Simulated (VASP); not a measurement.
# CoO (Pm-3m) in VASP: a series of runs

The runs below take CoO through single point, with PBE+U.

All numbers are computed with VASP 6.6.1; they aren't measurements. Logs are shortened: lines on timing, memory, paths and dates and some standing lists are left out, and cuts for length are marked.

### 1 The cell of the first run

The structure is cubic, space group Pm-3m (No. 221). The conventional cell has a = 2.616 Å, b = 2.616 Å, c = 2.616 Å, α = 90.00°, β = 90.00°, γ = 90.00°. Within 3.0 Å of Co (site symmetry m-3m) lie 8 O at 2.27 Å and 6 Co at 2.62 Å. O (site symmetry m-3m) has 8 Co at 2.27 Å and 6 O at 2.62 Å within 3.0 Å.

### 2 Single point, PBE+U, collinear spin, ferromagnetic start

File INCAR:

```
  PREC = Accurate
  ENCUT = 520
  EDIFF = 1E-7
  ISMEAR = 0
  SIGMA = 0.05
  LREAL = F
  LASPH = T
  NELM = 150
  ALGO = Normal
  ISIF = 2
  LWAVE = F
  LCHARG = F
  ISPIN = 2
  MAGMOM = 3 0
  LORBIT = 11
  LMAXMIX = 4
  LDAU = T
  LDAUTYPE = 2
  LDAUL = 2 -1
  LDAUU = 1 0
  LDAUJ = 0 0
  LDAUPRINT = 1
  GGA = PE
  NBANDS = 18
```

File KPOINTS:

```
Automatic mesh
0
Gamma
  16 16 16
```

File POSCAR:

```
CoO
1.0
    2.6161540276      0.0000000000      0.0000000000
    0.0000000000      2.6161540276      0.0000000000
    0.0000000000      0.0000000000      2.6161540276
Co O
1 1
Direct
    0.0000000000      0.0000000000      0.0000000000
    0.5000000000      0.5000000000      0.5000000000
```

Potentials or basis: VASP PAW PBE potentials, release 64 (Co, O).

Command:

```bash
cat potpaw_PBE.64/Co/POTCAR potpaw_PBE.64/O/POTCAR > POTCAR
mpirun -np 1 vasp_std > vasp.out
```

OUTCAR:

```text
PREC = Accurate
   ENCUT = 520
   EDIFF = 1E-7
   ISMEAR = 0
   LREAL = F
   LASPH = T
   NELM = 150
   ISIF = 2
   ISPIN = 2
   LORBIT = 11
   GGA = PE

 ion  position               nearest neighbor table
   1  0.000  0.000  0.000-   2 2.27   2 2.27   2 2.27   2 2.27   2 2.27   2 2.27   2 2.27   2 2.27

   2  0.500  0.500  0.500-   1 2.27   1 2.27   1 2.27   1 2.27   1 2.27   1 2.27   1 2.27   1 2.27

  LATTYP: Found a simple cubic cell.
 ALAT       =     2.6161540276

  Lattice vectors:

 A1 = (   2.6161540276,   0.0000000000,   0.0000000000)
 A2 = (   0.0000000000,   2.6161540276,   0.0000000000)
 A3 = (   0.0000000000,   0.0000000000,   2.6161540276)

Analysis of symmetry for initial positions (statically):
=====================================================================
 Subroutine PRICEL returns:
 Original cell was already a primitive cell.

 Routine SETGRP: Setting up the symmetry group for a
 simple cubic supercell.

 Subroutine GETGRP returns: Found 48 space group operations
 (whereof 48 operations were pure point group operations)
 out of a pool of 48 trial point group operations.

The static configuration has the point symmetry O_h .

Analysis of symmetry for dynamics (positions and initial velocities):
=====================================================================
 Subroutine PRICEL returns:
 Original cell was already a primitive cell.

 Routine SETGRP: Setting up the symmetry group for a
 simple cubic supercell.

 Subroutine GETGRP returns: Found 48 space group operations
 (whereof 48 operations were pure point group operations)
 out of a pool of 48 trial point group operations.

The dynamic configuration has the point symmetry O_h .

Analysis of structural, dynamic, and magnetic symmetry:
=====================================================================
 Subroutine PRICEL returns:
 Original cell was already a primitive cell.

 Routine SETGRP: Setting up the symmetry group for a
 simple cubic supercell.

 Subroutine GETGRP returns: Found 48 space group operations
 (whereof 48 operations were pure point group operations)
 out of a pool of 48 trial point group operations.

The overall configuration has the point symmetry O_h .

 Subroutine INISYM returns: Found 48 space group operations
 (whereof 48 operations are pure point group operations),
 and found     1 'primitive' translations

----------------------------------------------------------------------------------------

                                     Primitive cell

  volume of cell :      17.9056

  direct lattice vectors                    reciprocal lattice vectors
     2.616154028  0.000000000  0.000000000     0.382240491  0.000000000  0.000000000
     0.000000000  2.616154028  0.000000000     0.000000000  0.382240491  0.000000000
     0.000000000  0.000000000  2.616154028     0.000000000  0.000000000  0.382240491

  length of vectors
     2.616154028  2.616154028  2.616154028     0.382240491  0.382240491  0.382240491

  position of ions in fractional coordinates (direct lattice)
     0.000000000  0.000000000  0.000000000
     0.500000000  0.500000000  0.500000000

  ion indices of the primitive-cell ions
   primitive index   ion index
                 1           1
                 2           2

[... 62 lines left out ...]
   PREC   = accura    normal or accurate (medium, high low for compatibility)
   ISTART =      0    job   : 0-new  1-cont  2-samecut
   ICHARG =      2    charge: 1-file 2-atom 10-const
   ISPIN  =      2    spin polarized calculation?
   LNONCOLLINEAR =      F non collinear calculations
   LSORBIT =      F    spin-orbit coupling
   LASPH  =      T    aspherical Exc in radial PAW
   ENCUT  =  520.0 eV  38.22 Ry    6.18 a.u.   4.86  4.86  4.86*2*pi/ulx,y,z
   NELM   =    150;   NELMIN=  2; NELMDL= -5     # of ELM steps
   EDIFF  = 0.1E-06   stopping-criterion for ELM
   LREAL  =      F    real-space projection
   EDIFFG = 0.1E-05   stopping-criterion for IOM
   NSW    =      0    number of steps for IOM
   IBRION =     -1    ionic relax: 0-MD 1-quasi-New 2-CG
   NFREE  =      0    steps in history (QN), initial steepest desc. (CG)
   ISIF   =      2    stress and relaxation
   ISYM   =      2    0-nonsym 1-usesym 2-fastsym
   POTIM  = 0.5000    time-step for ionic-motion
   TEBEG  =    0.0;   TEEND  =   0.0 temperature during run
   PSTRESS=    0.0 pullay stress
   NELECT =      15.0000    total number of electrons
   NUPDOWN=      -1.0000    fix difference up-down
   EMIN   =  10.00;   EMAX   =-10.00  energy-range for DOS
   EFERMI =   0.00;   METHOD = LEGACY
   ISMEAR =     0;   SIGMA  =   0.05  broadening in eV -4-tet -1-fermi 0-gaus
   EFERMI_NEDOS =   21; number of points for ismear=-14 and -15
   IALGO  =     38    algorithm
   IMIX   =      4    mixing-type and parameters
     AMIX     =   0.40;   BMIX     =  1.00
     AMIX_MAG =   1.60;   BMIX_MAG =  1.00
  volume/ion in A,a.u.               =       8.95        60.42
  Fermi-wavevector in a.u.,A,eV,Ry     =   1.543270  2.916358 32.404759  2.381683
  Thomas-Fermi vector in A             =   2.648957
   LORBIT       =     11    0 simple, 1 ext, 2 COOP (PROOUT), +10 PAW based schemes
 LDA+U is selected, type is set to LDAUTYPE =  2
   angular momentum for each species LDAUL =     2   -1
   U (eV)           for each species LDAUU =   1.0  0.0
   J (eV)           for each species LDAUJ =   0.0  0.0
   GGA     = PE    functional components
   LHFCALC =     F    Hartree Fock is set to
   AEXX    =    0.0000 exact exchange contribution
   IVDW    =     0    specifies the selected vdW correction
   LEPSILON=     F    determine dielectric tensor
   LRPA    =     F    only Hartree local field effects (RPA)
 spin polarized calculation
 Gauss-broadening in eV      SIGMA  =   0.05
  energy-cutoff  :      520.00
  volume of cell :       17.91
 maximum number of plane-waves:       500
 NGX is ok and might be reduce to    20
   NGX =  9   NGY =  9   NGZ =  9

atom =   1  type =  1  l = 2

 onsite density matrix

spin component  1

  0.9856 -0.0000 -0.0000 -0.0000 -0.0000
 -0.0000  0.9856 -0.0000 -0.0000 -0.0000
 -0.0000 -0.0000  0.9506 -0.0000 -0.0000
 -0.0000 -0.0000 -0.0000  0.9856  0.0000
 -0.0000 -0.0000 -0.0000  0.0000  0.9506

spin component  2

  0.1508 -0.0000 -0.0000  0.0000  0.0000
 -0.0000  0.1508 -0.0000 -0.0000 -0.0000
 -0.0000 -0.0000  0.9224 -0.0000 -0.0000
  0.0000 -0.0000 -0.0000  0.1508 -0.0000
  0.0000 -0.0000 -0.0000 -0.0000  0.9224

 occupancies and eigenvectors

  o =  0.1508  v =  0.0000  0.0000  0.0000  0.0000  0.0000  0.0000 -0.9882 -0.0000  0.1534 -0.0000      0.0000  0.0000  0.0000  0.0000  0.0000  0.0000  0.0000  0.0000  0.0000  0.0000
  o =  0.1508  v =  0.0000  0.0000  0.0000  0.0000  0.0000  0.0000  0.1534  0.0000  0.9882  0.0000      0.0000  0.0000  0.0000  0.0000  0.0000  0.0000  0.0000  0.0000  0.0000  0.0000
  o =  0.1508  v =  0.0000  0.0000  0.0000  0.0000  0.0000  1.0000  0.0000  0.0000  0.0000  0.0000      0.0000  0.0000  0.0000  0.0000  0.0000  0.0000  0.0000  0.0000  0.0000  0.0000
  o =  0.9224  v =  0.0000  0.0000  0.0000  0.0000  0.0000  0.0000 -0.0000  0.9962  0.0000  0.0873      0.0000  0.0000  0.0000  0.0000  0.0000  0.0000  0.0000  0.0000  0.0000  0.0000
  o =  0.9224  v =  0.0000  0.0000  0.0000  0.0000  0.0000  0.0000 -0.0000 -0.0873  0.0000  0.9962      0.0000  0.0000  0.0000  0.0000  0.0000  0.0000  0.0000  0.0000  0.0000  0.0000
  o =  0.9506  v =  0.0000  0.0000 -1.0000  0.0000 -0.0078  0.0000  0.0000  0.0000  0.0000  0.0000      0.0000  0.0000  0.0000  0.0000  0.0000  0.0000  0.0000  0.0000  0.0000  0.0000
  o =  0.9506  v =  0.0000 -0.0000 -0.0078 -0.0000  1.0000  0.0000  0.0000  0.0000  0.0000  0.0000      0.0000  0.0000  0.0000  0.0000  0.0000  0.0000  0.0000  0.0000  0.0000  0.0000
  o =  0.9856  v =  1.0000  0.0000  0.0000  0.0000  0.0000  0.0000  0.0000  0.0000  0.0000  0.0000      0.0000  0.0000  0.0000  0.0000  0.0000  0.0000  0.0000  0.0000  0.0000  0.0000
  o =  0.9856  v =  0.0000  0.9888  0.0000 -0.1493  0.0000  0.0000  0.0000  0.0000  0.0000  0.0000      0.0000  0.0000  0.0000  0.0000  0.0000  0.0000  0.0000  0.0000  0.0000  0.0000
  o =  0.9856  v =  0.0000  0.1493  0.0000  0.9888  0.0000  0.0000  0.0000  0.0000  0.0000  0.0000      0.0000  0.0000  0.0000  0.0000  0.0000  0.0000  0.0000  0.0000  0.0000  0.0000

 number of electron      14.9999995 magnetization       2.9996851

 Free energy of the ion-electron system (eV)
  ---------------------------------------------------
  ext. energy  EPLUGINS =         0.00000000
  ---------------------------------------------------
  free energy    TOTEN  =       -11.94534138 eV

  energy without entropy =      -11.94534123  energy(sigma->0) =      -11.94534130

 E-fermi :   8.7118     XC(G=0): -12.9545

 val. band max:        8.5856663141   @ k =   0.5000   0.5000   0.5000
 cond. band min:       8.8243431469   @ k =   0.5000   0.5000   0.0000
 fundamental gap:      0.2386768327
 Fermi energy:         8.7117591236

 spin component 1

 k-point     1 :       0.0000    0.0000    0.0000
  band No.  band energies     occupation
      1     -11.4487      1.00000
      2       4.1975      1.00000
      3       4.1976      1.00000
      4       5.3298      1.00000
      5       5.3298      1.00000
      6       5.3299      1.00000
[... 1001 lines left out ...]
     17      37.6941      0.00000
     18      40.1889      0.00000

 [... further k-points ...]
[... 5 lines left out ...]
  --------------------------------------------------------------------------------------
  -------------------------------------------------------------------------------------
  Total        0.5598625      0.5598625      0.5598625     -0.0000000     -0.0000000      0.0000000
  in kB       50.0958833     50.0958833     50.0958833     -0.0000000     -0.0000000      0.0000000
  external PRESSURE =      50.0958833 kB  Pullay stress =       0.0000000 kB

 VOLUME and BASIS-vectors are now :
 -----------------------------------------------------------------------------
  energy-cutoff  :      520.00
  volume of cell :       17.91
      direct lattice vectors                 reciprocal lattice vectors
     2.616154028  0.000000000  0.000000000     0.382240491  0.000000000  0.000000000
     0.000000000  2.616154028  0.000000000     0.000000000  0.382240491  0.000000000
     0.000000000  0.000000000  2.616154028     0.000000000  0.000000000  0.382240491

 POSITION                                       TOTAL-FORCE (eV/Angst)
 -----------------------------------------------------------------------------------
      0.00000      0.00000      0.00000         0.000000      0.000000      0.000000
      1.30808      1.30808      1.30808         0.000000      0.000000      0.000000
 -----------------------------------------------------------------------------------
    total drift:                                0.000000      0.000000      0.000000

  FREE ENERGIE OF THE ION-ELECTRON SYSTEM (eV)
  ---------------------------------------------------
  free  energy   TOTEN  =       -11.9453413766 eV

  energy  without entropy=      -11.9453412323  energy(sigma->0) =      -11.94534130

 total charge

# of ion       s       p       d       tot
------------------------------------------
    1        0.296   0.352   7.132   7.780
    2        1.571   3.385   0.000   4.956
--------------------------------------------------
tot          1.867   3.737   7.132  12.736

 magnetization (x)

# of ion       s       p       d       tot
------------------------------------------
    1        0.008   0.011   2.561   2.580
    2        0.025   0.335   0.000   0.360
--------------------------------------------------
tot          0.032   0.346   2.561   2.940
```

Run time: 70 s. Hardware: 1 thread of AMD EPYC 9R45 (Zen 5), shared host; peak memory 0.16 GiB.

Results:

```yaml
Free_energy: -11.9453 eV
Pressure: 5.0 GPa
Band_gap_on_the_k_mesh: 0.24 eV (least direct gap 0.28 eV)
Net_moment: 3.00 μB per cell
Site_moments: Co +2.58; O +0.36 μB
Valence_electrons_inside_the_program's_atomic_spheres: Co 7.78; O 4.96
```

Levels at points of the mesh, in eV from the valence-band top:
Spin up:
| k point | band 6 | band 7 | band 8 | band 9 | band 10 | band 11 | band 12 | band 13 |
| --- | --- | --- | --- | --- | --- | --- | --- | --- |
| (0.00, 0.00, 0.00) | -3.26 | -2.45 | -2.45 | -2.45 | 0.82 | 15.38 | 15.38 | 19.98 |
| (0.50, 0.00, 0.00) | -3.18 | -1.66 | -0.36 | -0.36 | 6.28 | 8.21 | 16.55 | 17.66 |
| (0.50, 0.50, 0.00) | -3.79 | -3.79 | -1.70 | -1.51 | 5.66 | 11.32 | 11.32 | 16.57 |
| (0.50, 0.50, 0.50) | -1.66 | -0.62 | -0.62 | -0.62 | 6.84 | 6.84 | 6.84 | 14.55 |
Spin down:
```csv
k point,band 2,band 3,band 4,band 5,band 6,band 7,band 8,band 9,band 10,band 11
"(0.00, 0.00, 0.00)",-3.09,-3.09,-1.78,-1.78,-1.78,1.21,1.21,1.21,1.54,15.78
"(0.50, 0.00, 0.00)",-7.93,-2.70,-2.53,-2.53,-0.12,1.30,2.34,2.34,6.77,9.15
"(0.50, 0.50, 0.00)",-5.46,-5.46,-2.64,-0.81,-0.04,0.24,0.47,0.48,6.68,11.93
"(0.50, 0.50, 0.50)",-5.75,-5.75,-5.75,0.00,0.00,2.66,2.66,2.66,7.25,7.25
```

Eigenvalues of the final occupation matrices:
```tsv
site	spin	trace	eigenvalues
site 1 d	1	4.86	0.95 0.95 0.99 0.99 0.99
site 1 d	2	2.30	0.15 0.15 0.15 0.92 0.92
```

Caveat: the cell stands under pressure; a cell with one magnetic atom can't hold antiferromagnetic order, which such compounds often take.

[end of part 1 of 2]
